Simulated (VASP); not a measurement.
# WS2 (R3m) in VASP: a series of runs, part 3 of 3

VASP 6.6.1. The steps go on from the part before.

## (6) Electric field gradients, LDA

This run uses another cell than the first one, of 19.00 Å³/atom, 1.818 times its volume.

Input file INCAR:

```
PREC = Accurate
ENCUT = 520
EDIFF = 1E-8
ISMEAR = -1
SIGMA = 0.03
LREAL = False
LASPH = True
NELM = 100
ALGO = Normal
ISIF = 2
LWAVE = False
LCHARG = False
LEFG = True
NBANDS = 20
```

Input file KPOINTS:

```
Automatic mesh
0
Gamma
  10 10 10
```

Input file POSCAR:

```
WS2
1.0
    1.5924332554      0.9193917687      6.4898005779
   -1.5924332554      0.9193917687      6.4898005779
    0.0000000000     -1.8387835373      6.4898005779
W S
1 2
Direct
    0.9993321300      0.9993321300      0.9993321300
    0.5858876800      0.5858876800      0.5858876800
    0.7460801900      0.7460801900      0.7460801900
```

Potentials or basis: VASP PAW LDA potentials, release 64 (W_sv, S).

On the command line:

```sh
> cat potpaw_LDA.64/W_sv/POTCAR potpaw_LDA.64/S/POTCAR > POTCAR
> mpirun -np 1 vasp_std > vasp.out
```

OUTCAR:

```text
PREC = Accurate
   ENCUT = 520
   EDIFF = 1E-8
   ISMEAR = -1
   LREAL = False
   LASPH = True
   NELM = 100
   ISIF = 2

 ion  position               nearest neighbor table
   1  0.999  0.999  0.999-   3 2.41   3 2.41   3 2.41   2 2.41   2 2.41   2 2.41
   2  0.586  0.586  0.586-   1 2.41   1 2.41   1 2.41
   3  0.746  0.746  0.746-   1 2.41   1 2.41   1 2.41

  LATTYP: Found a trigonal (rhomboedric) cell.
 ALAT       =     6.7452677069
 COS(alpha) =     0.8885310035

  Lattice vectors:

 A1 = (   1.5924332554,   0.9193917687,   6.4898005779)
 A2 = (  -1.5924332554,   0.9193917687,   6.4898005779)
 A3 = (   0.0000000000,  -1.8387835373,   6.4898005779)

Analysis of symmetry for initial positions (statically):
=====================================================================
 Subroutine PRICEL returns:
 Original cell was already a primitive cell.

 Routine SETGRP: Setting up the symmetry group for a
 trigonal (rhombohedral) supercell.

 Subroutine GETGRP returns: Found  6 space group operations
 (whereof  6 operations were pure point group operations)
 out of a pool of 12 trial point group operations.

The static configuration has the point symmetry C_3v.

Analysis of symmetry for dynamics (positions and initial velocities):
=====================================================================
 Subroutine PRICEL returns:
 Original cell was already a primitive cell.

 Routine SETGRP: Setting up the symmetry group for a
 trigonal (rhombohedral) supercell.

 Subroutine GETGRP returns: Found  6 space group operations
 (whereof  6 operations were pure point group operations)
 out of a pool of 12 trial point group operations.
[... 155 lines left out ...]
 Fermi energy:         6.9853266964

 k-point     1 :       0.0000    0.0000    0.0000
  band No.  band energies     occupation
      1     -67.7211      2.00000
      2     -32.2287      2.00000
      3     -32.0702      2.00000
      4     -32.0702      2.00000
      5      -8.9028      2.00000
      6      -7.0523      2.00000
[... 541 lines left out ...]
     19      13.6030      0.00000
     20      14.7107      0.00000

 [... further k-points ...]
[... 5 lines left out ...]
  --------------------------------------------------------------------------------------
  -------------------------------------------------------------------------------------
  Total       -2.1374022     -2.1374022     -1.4312974      0.0000000     -0.0000000      0.0000000
  in kB      -60.0692748    -60.0692748    -40.2249965      0.0000000     -0.0000000      0.0000000
  external PRESSURE =     -53.4545154 kB  Pullay stress =       0.0000000 kB

 VOLUME and BASIS-vectors are now :
 -----------------------------------------------------------------------------
  energy-cutoff  :      520.00
  volume of cell :       57.01
      direct lattice vectors                 reciprocal lattice vectors
     1.592433255  0.919391769  6.489800578     0.313984902  0.181279268  0.051362647
    -1.592433255  0.919391769  6.489800578    -0.313984902  0.181279268  0.051362647
     0.000000000 -1.838783537  6.489800578     0.000000000 -0.362558536  0.051362647

 POSITION                                       TOTAL-FORCE (eV/Angst)
 -----------------------------------------------------------------------------------
      0.00000      0.00000     19.45640         0.000000     -0.000000     -0.005467
      0.00000      0.00000     11.40688         0.000000      0.000000      0.285980
      0.00000      0.00000     14.52573         0.000000     -0.000000     -0.280513
 -----------------------------------------------------------------------------------
    total drift:                                0.000000      0.000000      0.000092

  FREE ENERGIE OF THE ION-ELECTRON SYSTEM (eV)
  ---------------------------------------------------
  free  energy   TOTEN  =       -26.2008501235 eV

  energy  without entropy=      -26.2008501235  energy(sigma->0) =      -26.20085012

 Electric field gradients (V/A^2)
---------------------------------------------------------------------
 ion       V_xx      V_yy      V_zz      V_xy      V_xz      V_yz
---------------------------------------------------------------------
   1      81.633    81.633  -163.266     0.000     0.000    -0.000
   2      24.563    24.563   -49.126     0.000     0.000    -0.000
   3      24.941    24.941   -49.881     0.000     0.000    -0.000
---------------------------------------------------------------------

 Electric field gradients after diagonalization (V/A^2)
 (convention: |V_zz| > |V_xx| > |V_yy|)
----------------------------------------------------------------------
 ion       V_xx      V_yy      V_zz     asymmetry (V_yy - V_xx)/ V_zz
----------------------------------------------------------------------
   1      81.633    81.633  -163.266       0.000
   2      24.563    24.563   -49.126       0.000
   3      24.941    24.941   -49.881       0.000
----------------------------------------------------------------------

           NMR quadrupolar parameters

 Cq : quadrupolar parameter    Cq=e*Q*V_zz/h
 eta: asymmetry parameters     (V_yy - V_xx)/ V_zz
 Q  : nuclear electric quadrupole moment in mb (millibarn)
----------------------------------------------------------------------
 ion       Cq(MHz)       eta       Q (mb)
----------------------------------------------------------------------
   1      -0.395       0.000       1.000
   2      -0.119       0.000       1.000
   3      -0.121       0.000       1.000
----------------------------------------------------------------------
```

OSZICAR:

```text
N       E                     dE             d eps       ncg     rms          rms(c)
DAV:   1     0.194628431534E+03    0.19463E+03   -0.12967E+04  4640   0.128E+03
DAV:   2    -0.172346694414E+02   -0.21186E+03   -0.20504E+03  5492   0.337E+02
DAV:   3    -0.274461305891E+02   -0.10211E+02   -0.10108E+02  5844   0.697E+01
DAV:   4    -0.275974966403E+02   -0.15137E+00   -0.15124E+00  5564   0.920E+00
DAV:   5    -0.276003681120E+02   -0.28715E-02   -0.28713E-02  5860   0.132E+00    0.266E+01
DAV:   6    -0.264116210548E+02    0.11887E+01   -0.62959E+00  5096   0.166E+01    0.106E+01
DAV:   7    -0.262629610304E+02    0.14866E+00   -0.14353E+00  4936   0.683E+00    0.551E+00
DAV:   8    -0.262027624176E+02    0.60199E-01   -0.27037E-01  5428   0.339E+00    0.999E-01
DAV:   9    -0.262012254591E+02    0.15370E-02   -0.11546E-02  5748   0.737E-01    0.433E-01
DAV:  10    -0.262008832312E+02    0.34223E-03   -0.33457E-03  5588   0.400E-01    0.680E-02
DAV:  11    -0.262008492587E+02    0.33972E-04   -0.42821E-04  5256   0.135E-01    0.504E-02
DAV:  12    -0.262008503386E+02   -0.10799E-05   -0.51947E-05  5432   0.560E-02    0.103E-02
DAV:  13    -0.262008500922E+02    0.24637E-06   -0.69234E-06  5340   0.187E-02    0.264E-03
DAV:  14    -0.262008501279E+02   -0.35663E-07   -0.74929E-07  5692   0.512E-03    0.247E-03
DAV:  15    -0.262008501228E+02    0.50845E-08   -0.12937E-07  5612   0.274E-03    0.726E-04
DAV:  16    -0.262008501235E+02   -0.70304E-09   -0.81988E-09  3236   0.594E-04
   1 F= -.26200850E+02 E0= -.26200850E+02  d E =-.150197E-10
```

Wall time 3.4 min (1 thread of Intel Xeon 6975P-C (Granite Rapids), shared host); peak memory 0.35 GiB.

Results:

- Free energy: -26.2009 eV
- Pressure: -5.3 GPa
- Largest force: 0.286 eV/Å
- Band gap on the k mesh: 1.24 eV, indirect (least direct gap 2.13 eV)

Forces on the atoms (eV/Å):
```
W    0.000  0.000 -0.005
S    0.000  0.000  0.286
S    0.000  0.000 -0.281
```

Stress tensor (GPa, compression positive):
```
-6.01  0.00  0.00
 0.00 -6.01  0.00
 0.00  0.00 -4.02
```

Electric field gradients, principal values (V/Å²):
```csv
atom,least,middle,greatest (by size)
1 W,81.633,81.633,-163.266
2 S,24.563,24.563,-49.126
3 S,24.941,24.941,-49.881
```

Caveat: without QUAD_EFG the Cq values of the log hold for a quadrupole moment of 1 mb, not for the nuclei; spin-orbit coupling is left out, which moves the levels of the heavy elements.

## (7) The runs side by side

```csv
cell,gap on the mesh (eV),pressure (GPa),largest force (eV/Å)
"a = 5.527 Å, angles 27.3°, 3 atoms",0.23,302.7,22.86
"a = 6.262 Å, angles 27.3°, 3 atoms",1.04,47.2,5.04
"a = 6.390 Å, angles 27.3°, 3 atoms",1.12,28.2,3.28
"a = 6.745 Å, angles 27.3°, 3 atoms",1.24,-5.3,0.29
```

Alike in all rows: task electric field gradients; level LDA; potentials or basis VASP PAW LDA potentials, release 64 (W_sv, S); no spin polarisation; k mesh 10 × 10 × 10; cutoff (eV) 520; smearing fermi-dirac 0.03 eV.

Caveats: spin-orbit coupling is left out, which moves the levels of the heavy elements; forces of over 1 eV/Å act on the atoms, so gaps and moduli don't describe the material at rest (some runs).

Total energies depend on the potentials used, so only differences within one code and one set of settings carry meaning.
